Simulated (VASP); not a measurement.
# BaTiO3 (Cm) in VASP: single point with r2SCAN

Aim: the single point of BaTiO3 with r2SCAN.

Everything below comes from runs of VASP 6.6.1. Logs are shortened: lines on timing, memory, paths and dates and some standing lists are left out, and cuts for length are marked.

## 1. The cell of the first run

Symmetry: Cm, No. 8, monoclinic system. Conventional cell: a = 5.701 Å, b = 5.936 Å, c = 4.024 Å, α = 90.00°, β = 90.29°, γ = 90.00°. Within 3.7 Å of Ba (site symmetry m) lie 12 O at 2.78 to 2.97 Å and 8 Ti at 3.40 to 3.62 Å. Ti (site symmetry m) has 6 O at 1.87 to 2.21 Å within 2.5 Å. Within 2.5 Å of O (site symmetry m) lie 2 Ti at 1.87 to 2.16 Å. O (site symmetry 1) has 2 Ti at 1.92 to 2.21 Å within 2.5 Å.

## 2. Single point, r2SCAN (strain +0.0450 x Voigt [1, 0, 0, 0, 0, 0])

Contents of POSCAR:

```
BaTiO3
1.0
    2.9678560990      1.6397057586      2.3314328269
   -2.9678560990      1.6397057586      2.3314328269
    0.0000000000     -3.2794115171      2.3314328269
Ba Ti O
1 1 3
Direct
    0.0027851043      0.0027851043      0.0027851043
    0.5162478494      0.5162478494      0.5162478494
    0.4897536543      0.4897536543      0.9801597377
    0.4897536543      0.9801597377      0.4897536543
    0.9801597377      0.4897536543      0.4897536543
```

Contents of INCAR.step1:

```
SYSTEM = BaTiO3
  ALGO = Normal
  EDIFF = 1E-4
  ENCUT = 520
  GGA = PE
  ISMEAR = 0
  LASPH = .TRUE.
  LCHARG = .FALSE.
  LREAL = .FALSE.
  LWAVE = .TRUE.
  NBANDS = 28
  NELM = 80
  PREC = Accurate
  SIGMA = 0.05
```

Contents of INCAR.step2:

```
SYSTEM = BaTiO3
  ALGO = Normal
  EDIFF = 1E-6
  ENCUT = 520
  ISIF = 2
  ISMEAR = 0
  ISTART = 1
  LASPH = .TRUE.
  LCHARG = .FALSE.
  LMIXTAU = .TRUE.
  LREAL = .FALSE.
  LWAVE = .FALSE.
  METAGGA = R2SCAN
  NBANDS = 28
  NELM = 80
  PREC = Accurate
  SIGMA = 0.05
```

Contents of KPOINTS:

```
k-points
0
G
  6 6 6
  0 0 0
```

Potentials or basis: VASP PAW PBE potentials, release 64 (Ba_sv, Ti_sv, O).

Launch:

```bash
$ cat potpaw_PBE.64/Ba_sv/POTCAR potpaw_PBE.64/Ti_sv/POTCAR potpaw_PBE.64/O/POTCAR > POTCAR
$ cp INCAR.step1 INCAR
$ mpirun -np 1 vasp_std > vasp.out
$ cp INCAR.step2 INCAR
$ mpirun -np 1 vasp_std > vasp.out
```

OUTCAR:

```text
SYSTEM = BaTiO3
   EDIFF = 1E-6
   ENCUT = 520
   ISIF = 2
   ISMEAR = 0
   ISTART = 1
   LASPH = .TRUE.
   LREAL = .FALSE.
   METAGGA = R2SCAN
   NELM = 80
   PREC = Accurate

 ion  position               nearest neighbor table
   1  0.003  0.003  0.003-   3 2.78   4 2.81   5 2.81   5 2.87   4 2.87   4 2.88   5 2.88   3 2.93
                             4 2.96   5 2.96   3 2.97   3 2.97   2 3.40   2 3.45   2 3.51   2 3.56
   2  0.516  0.516  0.516-   3 1.87   4 1.92   5 1.92   3 2.16   4 2.21   5 2.21   1 3.40   1 3.45
                             1 3.51   1 3.56   1 3.56   1 3.59   1 3.62   1 3.62
   3  0.490  0.490  0.980-   2 1.87   2 2.16   1 2.78   1 2.93   1 2.97   1 2.97
   4  0.490  0.980  0.490-   2 1.92   2 2.21   1 2.81   1 2.87   1 2.88   1 2.96
   5  0.980  0.490  0.490-   2 1.92   2 2.21   1 2.81   1 2.87   1 2.88   1 2.96

  LATTYP: Found a base centered monoclinic cell.
 ALAT       =     5.7006013722
 B/A-ratio  =     1.0412431620
 C/A-ratio  =     0.7058368799
 COS(beta)  =    -0.0050841748

  Lattice vectors:

 A1 = (  -2.9678560990,  -1.6397057586,  -2.3314328269)
 A2 = (   2.9678560990,  -1.6397057586,  -2.3314328269)
 A3 = (   0.0000000000,  -3.2794115171,   2.3314328269)

Analysis of symmetry for initial positions (statically):
=====================================================================
 Subroutine PRICEL returns:
 Original cell was already a primitive cell.

 Routine SETGRP: Setting up the symmetry group for a
 base centered monoclinic supercell.

 Subroutine GETGRP returns: Found  2 space group operations
 (whereof  2 operations were pure point group operations)
 out of a pool of  4 trial point group operations.

The static configuration has the point symmetry C_1h.

Analysis of symmetry for dynamics (positions and initial velocities):
=====================================================================
 Subroutine PRICEL returns:
 Original cell was already a primitive cell.

 Routine SETGRP: Setting up the symmetry group for a
 base centered monoclinic supercell.

 Subroutine GETGRP returns: Found  2 space group operations
 (whereof  2 operations were pure point group operations)
 out of a pool of  4 trial point group operations.

The dynamic configuration has the point symmetry C_1h.

 Subroutine INISYM returns: Found  2 space group operations
 (whereof  2 operations are pure point group operations),
 and found     1 'primitive' translations

[... 100 lines left out ...]
   EDIFF  = 0.1E-05   stopping-criterion for ELM
   LREAL  =      F    real-space projection
   EDIFFG = 0.1E-04   stopping-criterion for IOM
   NSW    =      0    number of steps for IOM
   IBRION =     -1    ionic relax: 0-MD 1-quasi-New 2-CG
   NFREE  =      0    steps in history (QN), initial steepest desc. (CG)
   ISIF   =      2    stress and relaxation
   ISYM   =      2    0-nonsym 1-usesym 2-fastsym
   POTIM  = 0.5000    time-step for ionic-motion
   TEBEG  =    0.0;   TEEND  =   0.0 temperature during run
   PSTRESS=    0.0 pullay stress
   NELECT =      40.0000    total number of electrons
   NUPDOWN=      -1.0000    fix difference up-down
   EMIN   =  10.00;   EMAX   =-10.00  energy-range for DOS
   EFERMI =   0.00;   METHOD = LEGACY
   ISMEAR =     0;   SIGMA  =   0.05  broadening in eV -4-tet -1-fermi 0-gaus
   EFERMI_NEDOS =   21; number of points for ismear=-14 and -15
   IALGO  =     38    algorithm
   IMIX   =      4    mixing-type and parameters
     AMIX     =   0.40;   BMIX     =  1.00
     AMIX_MAG =   1.60;   BMIX_MAG =  1.00
  volume/ion in A,a.u.               =      13.61        91.88
  Fermi-wavevector in a.u.,A,eV,Ry     =   1.371199  2.591191 25.581497  1.880187
  Thomas-Fermi vector in A             =   2.496917
   LORBIT       =      0    0 simple, 1 ext, 2 COOP (PROOUT), +10 PAW based schemes
   METAGGA = R2SCAN    functional components
   LHFCALC =     F    Hartree Fock is set to
   AEXX    =    0.0000 exact exchange contribution
   IVDW    =     0    specifies the selected vdW correction
   LEPSILON=     F    determine dielectric tensor
   LRPA    =     F    only Hartree local field effects (RPA)
 non-spin polarized calculation
 Gauss-broadening in eV      SIGMA  =   0.05
  energy-cutoff  :      520.00
  volume of cell :       68.07
 maximum number of plane-waves:      1850
 NGX is ok and might be reduce to    32
   NGX = 15   NGY = 15   NGZ = 15

 number of electron      40.0000003 magnetization

 Free energy of the ion-electron system (eV)
  ---------------------------------------------------
  ext. energy  EPLUGINS =         0.00000000
  ---------------------------------------------------
  free energy    TOTEN  =       -74.17683479 eV

  energy without entropy =      -74.17683479  energy(sigma->0) =      -74.17683479

 E-fermi :   3.2792     XC(G=0): -11.5604

 val. band max:        3.0646575015   @ k =   0.5000   0.5000   0.5000
 cond. band min:       5.6633626450   @ k =   0.0000   0.0000   0.0000
 fundamental gap:      2.5987051435
 Fermi energy:         3.2792003094

 k-point     1 :       0.0000    0.0000    0.0000
  band No.  band energies     occupation
      1     -55.7164      2.00000
      2     -30.9059      2.00000
      3     -30.9013      2.00000
      4     -30.8575      2.00000
      5     -22.5937      2.00000
      6     -14.6625      2.00000
[... 733 lines left out ...]
     27       9.9000      0.00000
     28      11.5637      0.00000

 [... further k-points ...]

------------------------ aborting loop because EDIFF is reached ----------------------------------------

  FORCE on cell =-STRESS in cart. coord.  units (eV):
  Direction    XX          YY          ZZ          XY          YZ          ZX
  --------------------------------------------------------------------------------------
  -------------------------------------------------------------------------------------
  Total       -4.9855596     -0.9862031     -0.7322446      0.0000000      0.2605334      0.0000000
  in kB     -117.3387821    -23.2110088    -17.2339101      0.0000000      6.1318426      0.0000000
  external PRESSURE =     -52.5945670 kB  Pullay stress =       0.0000000 kB

 VOLUME and BASIS-vectors are now :
 -----------------------------------------------------------------------------
  energy-cutoff  :      520.00
  volume of cell :       68.07
      direct lattice vectors                 reciprocal lattice vectors
     2.967856099  1.639705759  2.331432827     0.168471780  0.101644253  0.142973595
    -2.967856099  1.639705759  2.331432827    -0.168471780  0.101644253  0.142973595
     0.000000000 -3.279411517  2.331432827     0.000000000 -0.203288506  0.142973595

 POSITION                                       TOTAL-FORCE (eV/Angst)
 -----------------------------------------------------------------------------------
      0.00000      0.00000      0.01948         0.000000      0.004440      0.001944
      0.00000      0.00000      3.61079         0.000000      0.191187      0.237275
      0.00000     -1.60824      4.56883         0.000000      0.061368      0.005419
     -1.45545      0.80412      4.56883         0.358680     -0.128498     -0.122319
      1.45545      0.80412      4.56883        -0.358680     -0.128498     -0.122319
 -----------------------------------------------------------------------------------
    total drift:                               -0.000000     -0.000044      0.005028

  FREE ENERGIE OF THE ION-ELECTRON SYSTEM (eV)
  ---------------------------------------------------
  free  energy   TOTEN  =       -74.1768347875 eV

  energy  without entropy=      -74.1768347875  energy(sigma->0) =      -74.17683479
```

OUTCAR.step1:

```text
SYSTEM = BaTiO3
   EDIFF = 1E-4
   ENCUT = 520
   GGA = PE
   ISMEAR = 0
[... 982 lines left out ...]
      0.00000      0.00000      3.61079         0.000000      0.190019      0.266871
      0.00000     -1.60824      4.56883         0.000000      0.012769     -0.009799
     -1.45545      0.80412      4.56883         0.308454     -0.103093     -0.133385
      1.45545      0.80412      4.56883        -0.308454     -0.103093     -0.133385
 -----------------------------------------------------------------------------------
    total drift:                               -0.000000     -0.000624      0.002266

  FREE ENERGIE OF THE ION-ELECTRON SYSTEM (eV)
  ---------------------------------------------------
  free  energy   TOTEN  =       -39.9908491050 eV

  energy  without entropy=      -39.9908491050  energy(sigma->0) =      -39.99084910
```

OSZICAR.step1:

```text
N       E                     dE             d eps       ncg     rms          rms(c)
DAV:   1     0.433771785524E+03    0.43377E+03   -0.20749E+04  3808   0.154E+03
DAV:   2    -0.544391250248E+01   -0.43922E+03   -0.41928E+03  4468   0.425E+02
DAV:   3    -0.486385395212E+02   -0.43195E+02   -0.42784E+02  5264   0.133E+02
DAV:   4    -0.507387159594E+02   -0.21002E+01   -0.20955E+01  5836   0.249E+01
DAV:   5    -0.508055429823E+02   -0.66827E-01   -0.66818E-01  5132   0.333E+00    0.227E+01
DAV:   6    -0.403367834847E+02    0.10469E+02   -0.58164E+01  5760   0.664E+01    0.105E+01
DAV:   7    -0.402474377544E+02    0.89346E-01   -0.13296E+01  5316   0.267E+01    0.694E+00
DAV:   8    -0.400233754204E+02    0.22406E+00   -0.58539E-01  4520   0.672E+00    0.401E+00
DAV:   9    -0.400386377971E+02   -0.15262E-01   -0.64840E-01  5652   0.728E+00    0.207E+00
DAV:  10    -0.399960945887E+02    0.42543E-01   -0.23526E-01  4664   0.442E+00    0.599E-01
DAV:  11    -0.399915898819E+02    0.45047E-02   -0.27345E-02  4776   0.102E+00    0.282E-01
DAV:  12    -0.399910042055E+02    0.58568E-03   -0.54615E-03  5304   0.636E-01    0.105E-01
DAV:  13    -0.399908730971E+02    0.13111E-03   -0.39905E-04  4172   0.197E-01    0.446E-02
DAV:  14    -0.399908491050E+02    0.23992E-04   -0.12598E-04  3116   0.967E-02
   1 F= -.39990849E+02 E0= -.39990849E+02  d E =-.811294E-31
```

Run time: 7 min. Hardware: 1 thread of Intel Xeon 8259CL, shared host; peak memory 0.27 GiB.

What came out:

* Free energy: -74.1768 eV
* Pressure: -5.3 GPa
* Largest force: 0.400 eV/Å
* Band gap on the k mesh: 2.60 eV (least direct gap 3.06 eV)

Forces on the atoms (eV/Å):
```
Ba   0.000  0.004  0.002
Ti   0.000  0.191  0.237
O    0.000  0.061  0.005
O    0.359 -0.128 -0.122
O   -0.359 -0.128 -0.122
```

Levels at points of the mesh, in eV from the valence-band top:
```tsv
k point	band 17	band 18	band 19	band 20	band 21	band 22	band 23	band 24
(0.00, 0.00, 0.00)	-1.06	-0.64	-0.57	-0.46	2.60	2.73	2.73	4.31
(0.50, 0.00, 0.00)	-1.61	-1.53	-1.05	-0.91	2.80	3.77	3.89	4.41
(0.50, 0.50, 0.00)	-1.74	-1.10	-1.04	-0.13	3.82	3.92	4.17	5.07
(0.00, 0.00, 0.50)	-1.72	-1.62	-1.10	-0.85	2.78	3.91	4.08	4.30
(0.50, 0.00, 0.50)	-1.72	-0.91	-0.86	-0.12	3.82	4.00	4.31	4.87
(0.50, 0.50, 0.50)	-2.28	-0.09	-0.05	0.00	4.27	4.44	4.57	6.84
```

Caveat: the cell differs from its parent crystal (strain +0.0450 x Voigt [1, 0, 0, 0, 0, 0]); the stress differs along the axes, from -12 to -2 GPa; the PAW data sets were made with another functional, which shifts forces and pressure a little; spin-orbit coupling is left out, which moves the levels of the heavy elements. A k mesh can miss the band edges.
